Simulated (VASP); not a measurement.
# Pt (P6_3/mmc) in VASP: single point with LDA

Aim: the single point of Pt with LDA.

All numbers are computed with VASP 6.6.1; they aren't measurements. Logs are shortened: lines on timing, memory, paths and dates and some standing lists are left out, and cuts for length are marked.

## (1) The cell of the first run

Symmetry: P6_3/mmc, No. 194, hexagonal system. Conventional cell: a = 2.708 Å, b = 2.708 Å, c = 4.678 Å, α = 90.00°, β = 90.00°, γ = 120.00°. Within 3.6 Å of Pt (site symmetry -6m2) lie 12 Pt at 2.71 to 2.81 Å.

This isn't the form of Pt at room conditions, which is fcc.

## (2) Single point, LDA

The input, INCAR:

```
PREC = Accurate ; ENCUT = 500
EDIFF = 1E-6 ; ISMEAR = 0
SIGMA = 0.1 ; LREAL = False
LASPH = True ; NELM = 120
ALGO = Normal ; ISIF = 2
LWAVE = False ; LCHARG = True
GGA = CA ; LELF = True
LVHAR = True ; NBANDS = 25
GGA_COMPAT = False
```

The input, KPOINTS:

```
Automatic mesh
0
Gamma
  18 18 10
```

The input, POSCAR:

```
Pt
1.0
    2.7079582014      0.0000000000      0.0000000000
   -1.3539791007      2.3451605948      0.0000000000
    0.0000000000      0.0000000000      4.6781625695
Pt
2
Direct
    0.6666666667      0.3333333333      0.7500000000
    0.3333333333      0.6666666667      0.2500000000
```

Potentials or basis: VASP PAW LDA potentials, release 64 (Pt_sv_GW).

Started as:

```sh
$ cat potpaw_LDA.64/Pt_sv_GW/POTCAR > POTCAR
$ mpirun -np 1 vasp_std > vasp.out
```

OUTCAR:

```text
PREC = Accurate
   ENCUT = 500
   EDIFF = 1E-6
   ISMEAR = 0
   LREAL = False
   LASPH = True
   NELM = 120
   ISIF = 2
   GGA = CA

 ion  position               nearest neighbor table
   1  0.667  0.333  0.750-   2 2.81   2 2.81   2 2.81   2 2.81   2 2.81   2 2.81
   2  0.333  0.667  0.250-   1 2.81   1 2.81   1 2.81   1 2.81   1 2.81   1 2.81

  LATTYP: Found a hexagonal cell.
 ALAT       =     2.7079582014
 C/A-ratio  =     1.7275608490

  Lattice vectors:

 A1 = (   2.7079582014,   0.0000000000,   0.0000000000)
 A2 = (  -1.3539791007,   2.3451605948,   0.0000000000)
 A3 = (   0.0000000000,   0.0000000000,   4.6781625695)

Analysis of symmetry for initial positions (statically):
=====================================================================
 Subroutine PRICEL returns:
 Original cell was already a primitive cell.

 Routine SETGRP: Setting up the symmetry group for a
 hexagonal supercell.

 Subroutine GETGRP returns: Found 24 space group operations
 (whereof 12 operations were pure point group operations)
 out of a pool of 24 trial point group operations.

The static configuration has the point symmetry D_3d.
 The point group associated with its full space group is D_6h.

Analysis of symmetry for dynamics (positions and initial velocities):
=====================================================================
 Subroutine PRICEL returns:
 Original cell was already a primitive cell.

 Routine SETGRP: Setting up the symmetry group for a
 hexagonal supercell.

 Subroutine GETGRP returns: Found 24 space group operations
 (whereof 12 operations were pure point group operations)
 out of a pool of 24 trial point group operations.

The dynamic configuration has the point symmetry D_3d.
 The point group associated with its full space group is D_6h.

 Subroutine INISYM returns: Found 24 space group operations
 (whereof 12 operations are pure point group operations),
 and found     1 'primitive' translations

----------------------------------------------------------------------------------------

                                     Primitive cell

  volume of cell :      29.7091

  direct lattice vectors                    reciprocal lattice vectors
     2.707958201  0.000000000  0.000000000     0.369281919  0.213205015  0.000000000
    -1.353979101  2.345160595  0.000000000     0.000000000  0.426410030  0.000000000
     0.000000000  0.000000000  4.678162570     0.000000000  0.000000000  0.213759138

  length of vectors
     2.707958201  2.707958201  4.678162570     0.426410030  0.426410030  0.213759138

  position of ions in fractional coordinates (direct lattice)
     0.666666667  0.333333333  0.750000000
     0.333333333  0.666666667  0.250000000

  ion indices of the primitive-cell ions
   primitive index   ion index
                 1           1
                 2           2

----------------------------------------------------------------------------------------

 KPOINTS: Automatic mesh

Automatic generation of k-mesh.
 Grid dimensions read from file:
 generate k-points for:   18   18   10

 Generating k-lattice:

  Cartesian coordinates                     Fractional coordinates (reciprocal lattice)
     0.020515662  0.011844723  0.000000000     0.055555556  0.000000000  0.000000000
     0.000000000  0.023689446  0.000000000     0.000000000  0.055555556  0.000000000
     0.000000000  0.000000000  0.021375914     0.000000000  0.000000000  0.100000000

  Length of vectors
     0.023689446  0.023689446  0.021375914

  Shift w.r.t. Gamma in fractional coordinates (k-lattice)
     0.000000000  0.000000000  0.000000000

 Subroutine IBZKPT returns following result:
 ===========================================

 Found    222 irreducible k-points:

 Following reciprocal coordinates:
            Coordinates               Weight
  0.000000  0.000000  0.000000      1.000000
  0.055556  0.000000  0.000000      6.000000
  0.111111  0.000000  0.000000      6.000000
  0.166667  0.000000  0.000000      6.000000
  0.222222 -0.000000  0.000000      6.000000
  0.277778  0.000000  0.000000      6.000000
[... 16 lines left out ...]
  0.333333  0.111111  0.000000     12.000000
  0.388889  0.111111  0.000000     12.000000
 [... further k-points ...]
   k-points           NKPTS =    222   k-points in BZ     NKDIM =    222   number of bands    NBANDS=     25
   number of dos      NEDOS =    301   number of ions     NIONS =      2
   total plane-waves  NPLWV =  14400
   dimension x,y,z NGX =    20 NGY =   20 NGZ =   36
   dimension x,y,z NGXF=    40 NGYF=   40 NGZF=   72
   ions per type =               2
   NGX,Y,Z   is equivalent  to a cutoff of  12.28, 12.28, 12.79 a.u.
   NGXF,Y,Z  is equivalent  to a cutoff of  24.56, 24.56, 25.59 a.u.
 SYSTEM =  unknown system
   PREC   = accura    normal or accurate (medium, high low for compatibility)
   ISTART =      0    job   : 0-new  1-cont  2-samecut
   ICHARG =      2    charge: 1-file 2-atom 10-const
   ISPIN  =      1    spin polarized calculation?
   LNONCOLLINEAR =      F non collinear calculations
   LSORBIT =      F    spin-orbit coupling
   LASPH  =      T    aspherical Exc in radial PAW
   ENCUT  =  500.0 eV  36.75 Ry    6.06 a.u.   4.94  4.94  8.53*2*pi/ulx,y,z
   NELM   =    120;   NELMIN=  2; NELMDL= -5     # of ELM steps
   EDIFF  = 0.1E-05   stopping-criterion for ELM
   LREAL  =      F    real-space projection
   EDIFFG = 0.1E-04   stopping-criterion for IOM
   NSW    =      0    number of steps for IOM
   IBRION =     -1    ionic relax: 0-MD 1-quasi-New 2-CG
   NFREE  =      0    steps in history (QN), initial steepest desc. (CG)
   ISIF   =      2    stress and relaxation
   ISYM   =      2    0-nonsym 1-usesym 2-fastsym
   POTIM  = 0.5000    time-step for ionic-motion
   TEBEG  =    0.0;   TEEND  =   0.0 temperature during run
   PSTRESS=    0.0 pullay stress
   NELECT =      36.0000    total number of electrons
   NUPDOWN=      -1.0000    fix difference up-down
   EMIN   =  10.00;   EMAX   =-10.00  energy-range for DOS
   EFERMI =   0.00;   METHOD = LEGACY
   ISMEAR =     0;   SIGMA  =   0.10  broadening in eV -4-tet -1-fermi 0-gaus
   EFERMI_NEDOS =   21; number of points for ismear=-14 and -15
   IALGO  =     38    algorithm
   IMIX   =      4    mixing-type and parameters
     AMIX     =   0.40;   BMIX     =  1.00
     AMIX_MAG =   1.60;   BMIX_MAG =  1.00
  volume/ion in A,a.u.               =      14.85       100.24
  Fermi-wavevector in a.u.,A,eV,Ry     =   1.745336  3.298207 41.446037  3.046198
  Thomas-Fermi vector in A             =   2.817043
   LORBIT       =      0    0 simple, 1 ext, 2 COOP (PROOUT), +10 PAW based schemes
   GGA     = CA    functional components
   LHFCALC =     F    Hartree Fock is set to
   AEXX    =    0.0000 exact exchange contribution
   IVDW    =     0    specifies the selected vdW correction
   LEPSILON=     F    determine dielectric tensor
   LRPA    =     F    only Hartree local field effects (RPA)
 non-spin polarized calculation
 Gauss-broadening in eV      SIGMA  =   0.10
  energy-cutoff  :      500.00
  volume of cell :       29.71
 maximum number of plane-waves:       777
 NGX is ok and might be reduce to    20
   NGX =  9   NGY =  9   NGZ = 17

 number of electron      36.0000002 magnetization

 Free energy of the ion-electron system (eV)
  ---------------------------------------------------
  ext. energy  EPLUGINS =         0.00000000
  ---------------------------------------------------
  free energy    TOTEN  =       -14.51537204 eV

  energy without entropy =      -14.49716781  energy(sigma->0) =      -14.50626992

 E-fermi :  10.7242     XC(G=0): -14.4672

 val. band max:       10.7209243171   @ k =   0.3889   0.1667   0.1000
 cond. band min:      10.7287408574   @ k =   0.2222   0.1667   0.4000
 fundamental gap:      0.0078165404
 Fermi energy:        10.7241526068

 k-point     1 :       0.0000    0.0000    0.0000
  band No.  band energies     occupation
      1     -87.5365      2.00000
      2     -87.5095      2.00000
      3     -42.0979      2.00000
      4     -41.8183      2.00000
      5     -41.8183      2.00000
      6     -41.7667      2.00000
[... 17 lines left out ...]
     24      28.0338      0.00000
     25      32.3174      0.00000

 k-point     2 :       0.0556    0.0000    0.0000
  band No.  band energies     occupation
      1     -87.5349      2.00000
      2     -87.5088      2.00000
      3     -42.0935      2.00000
      4     -41.8328      2.00000
      5     -41.8224      2.00000
      6     -41.7807      2.00000
[... 17 lines left out ...]
     24      28.2173      0.00000
     25      31.6072      0.00000

 k-point     3 :       0.1111    0.0000    0.0000
  band No.  band energies     occupation
      1     -87.5315      2.00000
      2     -87.5068      2.00000
      3     -42.0797      2.00000
      4     -41.8743      2.00000
      5     -41.8344      2.00000
      6     -41.8226      2.00000
[... 17 lines left out ...]
     24      28.5686      0.00000
     25      30.4654      0.00000

 k-point     4 :       0.1667    0.0000    0.0000
  band No.  band energies     occupation
      1     -87.5269      2.00000
      2     -87.5035      2.00000
      3     -42.0579      2.00000
      4     -41.9376      2.00000
      5     -41.8873      2.00000
      6     -41.8524      2.00000
[... 17 lines left out ...]
     24      28.6130      0.00000
     25      29.1556      0.00000
[... 477 lines left out ...]
 k-point    22 :       0.2778    0.1111    0.0000
  band No.  band energies     occupation
      1     -87.5055      2.00000
      2     -87.4912      2.00000
      3     -42.1674      2.00000
      4     -42.1253      2.00000
      5     -41.9528      2.00000
      6     -41.9401      2.00000
[... 17 lines left out ...]
     24      25.9813      0.00000
     25      27.2362      0.00000

 k-point    23 :       0.3333    0.1111    0.0000
  band No.  band energies     occupation
      1     -87.5004      2.00000
      2     -87.4888      2.00000
      3     -42.2243      2.00000
      4     -42.1742      2.00000
      5     -41.9635      2.00000
      6     -41.9205      2.00000
[... 17 lines left out ...]
     24      25.1137      0.00000
     25      25.3664      0.00000

 k-point    24 :       0.3889    0.1111    0.0000
  band No.  band energies     occupation
      1     -87.4965      2.00000
      2     -87.4873      2.00000
      3     -42.2609      2.00000
      4     -42.2056      2.00000
      5     -41.9785      2.00000
      6     -41.8987      2.00000
[... 17 lines left out ...]
     24      23.4721      0.00000
     25      24.9019      0.00000

 [... further k-points ...]

------------------------ aborting loop because EDIFF is reached ----------------------------------------

  FORCE on cell =-STRESS in cart. coord.  units (eV):
  Direction    XX          YY          ZZ          XY          YZ          ZX
  --------------------------------------------------------------------------------------
  -------------------------------------------------------------------------------------
  Total       -0.4229661     -0.4229661     -0.5267276      0.0000000      0.0000000      0.0000000
  in kB      -22.8100549    -22.8100549    -28.4057875      0.0000000      0.0000000      0.0000000
  external PRESSURE =     -24.6752991 kB  Pullay stress =       0.0000000 kB

 VOLUME and BASIS-vectors are now :
 -----------------------------------------------------------------------------
  energy-cutoff  :      500.00
  volume of cell :       29.71
      direct lattice vectors                 reciprocal lattice vectors
     2.707958201  0.000000000  0.000000000     0.369281919  0.213205015  0.000000000
    -1.353979101  2.345160595  0.000000000     0.000000000  0.426410030  0.000000000
     0.000000000  0.000000000  4.678162570     0.000000000  0.000000000  0.213759138

 POSITION                                       TOTAL-FORCE (eV/Angst)
 -----------------------------------------------------------------------------------
      1.35398      0.78172      3.50862        -0.000000      0.000000      0.000000
     -0.00000      1.56344      1.16954         0.000000     -0.000000      0.000000
 -----------------------------------------------------------------------------------
    total drift:                                0.000000     -0.000000      0.000000

  FREE ENERGIE OF THE ION-ELECTRON SYSTEM (eV)
  ---------------------------------------------------
  free  energy   TOTEN  =       -14.5153720407 eV

  energy  without entropy=      -14.4971678063  energy(sigma->0) =      -14.50626992
```

Run time: 61 s. Hardware: 1 thread of Intel Xeon Platinum 8488C (Sapphire Rapids), shared host; peak memory 0.23 GiB.

What came out:

```yaml
Free_energy: -14.5154 eV
Pressure: -2.5 GPa
Band_gap_on_the_k_mesh: zero (bands 18 and 19 overlap by 1.42 eV)
```

Caveat: spin-orbit coupling is left out, which moves the levels of the heavy elements.
